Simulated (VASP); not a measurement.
# GaP (R-3m) in VASP: notebook

Runs on GaP. Level: PBE. Tasks: single point.

All numbers are computed with VASP 6.6.1; they aren't measurements. Logs are shortened: lines on timing, memory, paths and dates and some standing lists are left out, and cuts for length are marked.

## 1. The cell of the first run

Symmetry: R-3m, No. 166, trigonal system. Conventional cell: a = 3.886 Å, b = 3.886 Å, c = 19.292 Å, α = 90.00°, β = 90.00°, γ = 120.00°. Ga (site symmetry 3m) has 3 P at 2.40 Å and 1 Ga at 2.49 Å within 3.2 Å. Within 2.9 Å of P (site symmetry 3m) lie 1 P at 2.21 Å and 3 Ga at 2.40 Å.

## 2. Single point, PBE

File INCAR:

```
ALGO = Normal
EDIFF = 1E-6
ENCUT = 520
GGA = PE
ISIF = 2
ISMEAR = 0
LASPH = True
LCHARG = False
LREAL = False
LWAVE = False
NBANDS = 26
NELM = 60
PREC = Accurate
SIGMA = 0.02
```

File KPOINTS:

```
k-points
0
Gamma
  1 1 1
```

File POSCAR:

```
GaP
1.0
    1.9430151755      1.1218003346      6.4308101003
   -1.9430151755      1.1218003346      6.4308101003
    0.0000000000     -2.2436006692      6.4308101003
Ga P
2 2
Direct
    0.4353720000      0.4353720000      0.4353720000
    0.5646280000      0.5646280000      0.5646280000
    0.0573890000      0.0573890000      0.0573890000
    0.9426110000      0.9426110000      0.9426110000
```

Potentials or basis: VASP PAW PBE potentials, release 64 (Ga_d, P).

Run with:

```console
$ cat potpaw_PBE.64/Ga_d/POTCAR potpaw_PBE.64/P/POTCAR > POTCAR
$ mpirun -np 1 vasp_gam > vasp.out
```

OUTCAR:

```text
EDIFF = 1E-6
   ENCUT = 520
   GGA = PE
   ISIF = 2
   ISMEAR = 0
   LASPH = True
   LREAL = False
   NELM = 60
   PREC = Accurate

 ion  position               nearest neighbor table
   1  0.435  0.435  0.435-   3 2.40   3 2.40   3 2.40   2 2.49
   2  0.565  0.565  0.565-   4 2.40   4 2.40   4 2.40   1 2.49
   3  0.057  0.057  0.057-   4 2.21   1 2.40   1 2.40   1 2.40
   4  0.943  0.943  0.943-   3 2.21   2 2.40   2 2.40   2 2.40

  LATTYP: Found a trigonal (rhomboedric) cell.
 ALAT       =     6.8109516596
 COS(alpha) =     0.8372328403

  Lattice vectors:

 A1 = (   1.9430151755,   1.1218003346,   6.4308101003)
 A2 = (  -1.9430151755,   1.1218003346,   6.4308101003)
 A3 = (   0.0000000000,  -2.2436006692,   6.4308101003)

Analysis of symmetry for initial positions (statically):
=====================================================================
 Subroutine PRICEL returns:
 Original cell was already a primitive cell.

 Routine SETGRP: Setting up the symmetry group for a
 trigonal (rhombohedral) supercell.

 Subroutine GETGRP returns: Found 12 space group operations
 (whereof 12 operations were pure point group operations)
 out of a pool of 12 trial point group operations.

The static configuration has the point symmetry D_3d.

Analysis of symmetry for dynamics (positions and initial velocities):
=====================================================================
 Subroutine PRICEL returns:
 Original cell was already a primitive cell.

 Routine SETGRP: Setting up the symmetry group for a
 trigonal (rhombohedral) supercell.

 Subroutine GETGRP returns: Found 12 space group operations
 (whereof 12 operations were pure point group operations)
 out of a pool of 12 trial point group operations.

The dynamic configuration has the point symmetry D_3d.

 Subroutine INISYM returns: Found 12 space group operations
 (whereof 12 operations are pure point group operations),
 and found     1 'primitive' translations

----------------------------------------------------------------------------------------

                                     Primitive cell

  volume of cell :      84.1025

  direct lattice vectors                    reciprocal lattice vectors
     1.943015176  1.121800335  6.430810100     0.257332010  0.148570705  0.051833801
    -1.943015176  1.121800335  6.430810100    -0.257332010  0.148570705  0.051833801
     0.000000000 -2.243600669  6.430810100     0.000000000 -0.297141410  0.051833801

  length of vectors
     6.810951660  6.810951660  6.810951660     0.301628514  0.301628514  0.301628514

  position of ions in fractional coordinates (direct lattice)
     0.435372000  0.435372000  0.435372000
     0.564628000  0.564628000  0.564628000
     0.057389000  0.057389000  0.057389000
     0.942611000  0.942611000  0.942611000

  ion indices of the primitive-cell ions
   primitive index   ion index
                 1           1
                 2           2
                 3           3
                 4           4

----------------------------------------------------------------------------------------

 KPOINTS: k-points

Automatic generation of k-mesh.
 Grid dimensions read from file:
 generate k-points for:    1    1    1

 Generating k-lattice:

  Cartesian coordinates                     Fractional coordinates (reciprocal lattice)
     0.257332010  0.148570705  0.051833801     1.000000000 -0.000000000  0.000000000
    -0.257332010  0.148570705  0.051833801    -0.000000000  1.000000000  0.000000000
     0.000000000 -0.297141410  0.051833801     0.000000000  0.000000000  1.000000000

  Length of vectors
     0.301628514  0.301628514  0.301628514

  Shift w.r.t. Gamma in fractional coordinates (k-lattice)
     0.000000000  0.000000000  0.000000000

 Subroutine IBZKPT returns following result:
 ===========================================

 Found      1 irreducible k-points:

 Following reciprocal coordinates:
            Coordinates               Weight
  0.000000  0.000000  0.000000      1.000000
   k-points           NKPTS =      1   k-points in BZ     NKDIM =      1   number of bands    NBANDS=     26
   number of dos      NEDOS =    301   number of ions     NIONS =      4
   total plane-waves  NPLWV = 157464
   dimension x,y,z NGX =    54 NGY =   54 NGZ =   54
   dimension x,y,z NGXF=   108 NGYF=  108 NGZF=  108
   ions per type =               2   2
   NGX,Y,Z   is equivalent  to a cutoff of  13.18, 13.18, 13.18 a.u.
   NGXF,Y,Z  is equivalent  to a cutoff of  26.36, 26.36, 26.36 a.u.
 SYSTEM =  unknown system
   PREC   = accura    normal or accurate (medium, high low for compatibility)
   ISTART =      0    job   : 0-new  1-cont  2-samecut
   ICHARG =      2    charge: 1-file 2-atom 10-const
   ISPIN  =      1    spin polarized calculation?
   LNONCOLLINEAR =      F non collinear calculations
   LSORBIT =      F    spin-orbit coupling
   LASPH  =      T    aspherical Exc in radial PAW
   ENCUT  =  520.0 eV  38.22 Ry    6.18 a.u.  12.66 12.66 12.66*2*pi/ulx,y,z
   NELM   =     60;   NELMIN=  2; NELMDL= -5     # of ELM steps
   EDIFF  = 0.1E-05   stopping-criterion for ELM
   LREAL  =      F    real-space projection
   EDIFFG = 0.1E-04   stopping-criterion for IOM
   NSW    =      0    number of steps for IOM
   IBRION =     -1    ionic relax: 0-MD 1-quasi-New 2-CG
   NFREE  =      0    steps in history (QN), initial steepest desc. (CG)
   ISIF   =      2    stress and relaxation
   ISYM   =      2    0-nonsym 1-usesym 2-fastsym
   POTIM  = 0.5000    time-step for ionic-motion
   TEBEG  =    0.0;   TEEND  =   0.0 temperature during run
   PSTRESS=    0.0 pullay stress
   NELECT =      36.0000    total number of electrons
   NUPDOWN=      -1.0000    fix difference up-down
   EMIN   =  10.00;   EMAX   =-10.00  energy-range for DOS
   EFERMI =   0.00;   METHOD = LEGACY
   ISMEAR =     0;   SIGMA  =   0.02  broadening in eV -4-tet -1-fermi 0-gaus
   EFERMI_NEDOS =   21; number of points for ismear=-14 and -15
   IALGO  =     38    algorithm
   IMIX   =      4    mixing-type and parameters
     AMIX     =   0.40;   BMIX     =  1.00
     AMIX_MAG =   1.60;   BMIX_MAG =  1.00
  volume/ion in A,a.u.               =      21.03       141.89
  Fermi-wavevector in a.u.,A,eV,Ry     =   1.233785  2.331515 20.711129  1.522225
  Thomas-Fermi vector in A             =   2.368501
   LORBIT       =      0    0 simple, 1 ext, 2 COOP (PROOUT), +10 PAW based schemes
   GGA     = PE    functional components
   LHFCALC =     F    Hartree Fock is set to
   AEXX    =    0.0000 exact exchange contribution
   IVDW    =     0    specifies the selected vdW correction
   LEPSILON=     F    determine dielectric tensor
   LRPA    =     F    only Hartree local field effects (RPA)
 non-spin polarized calculation
 Gauss-broadening in eV      SIGMA  =   0.02
  energy-cutoff  :      520.00
  volume of cell :       84.10
 maximum number of plane-waves:      1137
 NGX is ok and might be reduce to    50
   NGX = 25   NGY = 25   NGZ = 25

 number of electron      36.0000008 magnetization

 Free energy of the ion-electron system (eV)
  ---------------------------------------------------
  ext. energy  EPLUGINS =         0.00000000
  ---------------------------------------------------
  free energy    TOTEN  =         0.49646187 eV

  energy without entropy =        0.49646187  energy(sigma->0) =        0.49646187

 E-fermi :   5.6175     XC(G=0):  -9.3554

 val. band max:        5.4601664374   @ k =   0.0000   0.0000   0.0000
 cond. band min:       6.2792450622   @ k =   0.0000   0.0000   0.0000
 fundamental gap:      0.8190786248
 Fermi energy:         5.6175022124

 k-point     1 :       0.0000    0.0000    0.0000
  band No.  band energies     occupation
      1     -10.4307      2.00000
      2     -10.2773      2.00000
      3     -10.2773      2.00000
      4     -10.2081      2.00000
      5     -10.2081      2.00000
      6     -10.1772      2.00000
[... 18 lines left out ...]
     25       9.4455      0.00000
     26      12.7897      0.00000

------------------------ aborting loop because EDIFF is reached ----------------------------------------

  FORCE on cell =-STRESS in cart. coord.  units (eV):
  Direction    XX          YY          ZZ          XY          YZ          ZX
  --------------------------------------------------------------------------------------
  -------------------------------------------------------------------------------------
  Total       17.6391158     17.6391158      4.0826536      0.0000000     -0.0000000      0.0000000
  in kB      336.0305014    336.0305014     77.7757883      0.0000000     -0.0000000      0.0000000
  external PRESSURE =     249.9455970 kB  Pullay stress =       0.0000000 kB

 VOLUME and BASIS-vectors are now :
 -----------------------------------------------------------------------------
  energy-cutoff  :      520.00
  volume of cell :       84.10
      direct lattice vectors                 reciprocal lattice vectors
     1.943015176  1.121800335  6.430810100     0.257332010  0.148570705  0.051833801
    -1.943015176  1.121800335  6.430810100    -0.257332010  0.148570705  0.051833801
     0.000000000 -2.243600669  6.430810100     0.000000000 -0.297141410  0.051833801

 POSITION                                       TOTAL-FORCE (eV/Angst)
 -----------------------------------------------------------------------------------
      0.00000      0.00000      8.39938         0.000000     -0.000000      0.962788
      0.00000      0.00000     10.89305         0.000000      0.000000     -0.962788
      0.00000      0.00000      1.10717         0.000000     -0.000000     -3.245339
      0.00000      0.00000     18.18526         0.000000      0.000000      3.245339
 -----------------------------------------------------------------------------------
    total drift:                                0.000000      0.000000      0.000000

  FREE ENERGIE OF THE ION-ELECTRON SYSTEM (eV)
  ---------------------------------------------------
  free  energy   TOTEN  =         0.4964618718 eV

  energy  without entropy=        0.4964618718  energy(sigma->0) =        0.49646187
```

Run time: 12 s. Hardware: 1 thread of Intel Xeon 6975P-C (Granite Rapids), shared host; peak memory 0.36 GiB.

What came out:

* Free energy: 0.4965 eV
* Pressure: 25.0 GPa
* Largest force: 3.245 eV/Å
* Band gap on the k mesh: 0.82 eV

Forces on the atoms (eV/Å):
```
Ga   0.000  0.000  0.963
Ga   0.000  0.000 -0.963
P    0.000  0.000 -3.245
P    0.000  0.000  3.245
```

Caveat: the k points lie up to 1.90 Å⁻¹ apart; forces of over 1 eV/Å act on the atoms, so gaps and moduli don't describe the material at rest. A k mesh can miss the band edges.

## 3. Single point, PBE

File INCAR:

```
SYSTEM = GaP
  ALGO = Normal
  EDIFF = 1E-6
  ENCUT = 520
  GGA = PE
  ISIF = 2
  ISMEAR = 0
  LASPH = .TRUE.
  LCHARG = .TRUE.
  LELF = .TRUE.
  LREAL = .FALSE.
  LVHAR = .TRUE.
  LWAVE = .FALSE.
  NBANDS = 26
  NELM = 100
  PREC = Accurate
  SIGMA = 0.02
```

File KPOINTS:

```
k-points
0
G
  3 3 3
  0 0 0
```

POSCAR is that of step 2.

Potentials or basis: VASP PAW PBE potentials, release 64 (Ga_d, P).

Run with:

```console
$ cat potpaw_PBE.64/Ga_d/POTCAR potpaw_PBE.64/P/POTCAR > POTCAR
$ mpirun -np 1 vasp_std > vasp.out
```

Run time: 31 s. Hardware: 1 thread of Intel Xeon 6975P-C (Granite Rapids), shared host; peak memory 0.37 GiB.

The run converged. Its results:

| Item | Value |
| --- | --- |
| Free energy | -17.2573 eV |
| Pressure | 0.7 GPa |
| Largest force | 0.082 eV/Å |
| Band gap on the k mesh | 1.09 eV, indirect (least direct gap 1.11 eV) |

Forces on the atoms (eV/Å):
```
Ga   0.000  0.000  0.031
Ga   0.000  0.000 -0.031
P    0.000  0.000 -0.082
P    0.000  0.000  0.082
```

Stress tensor (GPa, compression positive):
```
 1.61  0.00  0.00
 0.00  1.61  0.00
 0.00  0.00 -1.20
```

Levels at points of the mesh, in eV from the valence-band top:
| k point | band 14 | band 15 | band 16 | band 17 | band 18 | band 19 | band 20 | band 21 | band 22 | band 23 |
| --- | --- | --- | --- | --- | --- | --- | --- | --- | --- | --- |
| (0.00, 0.00, 0.00) | -1.79 | -1.79 | -0.27 | 0.00 | 0.00 | 1.11 | 1.48 | 2.72 | 3.63 | 3.63 |

Caveat: the k points lie up to 0.63 Å⁻¹ apart. As with any semilocal functional, this PBE gap is likely too small.

## 4. Single point, PBE

File INCAR:

```
PREC = Accurate
ENCUT = 520
EDIFF = 1E-7
ISMEAR = 0
SIGMA = 0.1
LREAL = False
LASPH = True
NELM = 100
ALGO = Normal
ISIF = 2
LWAVE = False
LCHARG = False
GGA = PE
NBANDS = 26
```

File KPOINTS:

```
Automatic mesh
0
Gamma
  6 6 6
```

POSCAR is that of step 3.

Run with:

```console
$ cat potpaw_PBE.64/Ga_d/POTCAR potpaw_PBE.64/P/POTCAR > POTCAR
$ mpirun -np 1 vasp_std > vasp.out
```

It took 2 min on 1 thread of Intel Xeon 6975P-C (Granite Rapids), shared host; peak memory 0.37 GiB.

It converged, with:

| Property | Result |
| --- | --- |
| Free energy | -17.7235 eV |
| Pressure | 0.0 GPa |
| Largest force | 0.050 eV/Å |
| Band gap on the k mesh | 0.84 eV, indirect (least direct gap 1.13 eV) |

Forces in eV/Å, atoms in the order of the input:
```
Ga   0.000  0.000  0.050
Ga   0.000  0.000 -0.050
P    0.000  0.000  0.016
P    0.000  0.000 -0.016
```

Levels at points of the mesh, in eV from the valence-band top:
```
           k point  band 16  band 17  band 18  band 19  band 20  band 21
(0.00, 0.00, 0.00)    -0.25     0.00     0.00     1.13     1.50     2.75
(0.50, 0.00, 0.00)    -2.82    -2.65    -1.73     1.63     2.72     3.63
(0.50, 0.50, 0.00)    -3.09    -1.20    -0.49     0.84     1.51     1.53
(0.50, 0.50, 0.50)    -1.70    -0.25    -0.25     1.13     2.35     3.85
```

A k mesh can miss the band edges. As with any semilocal functional, this PBE gap is likely too small.

(Part 1 of 2 ends here.)
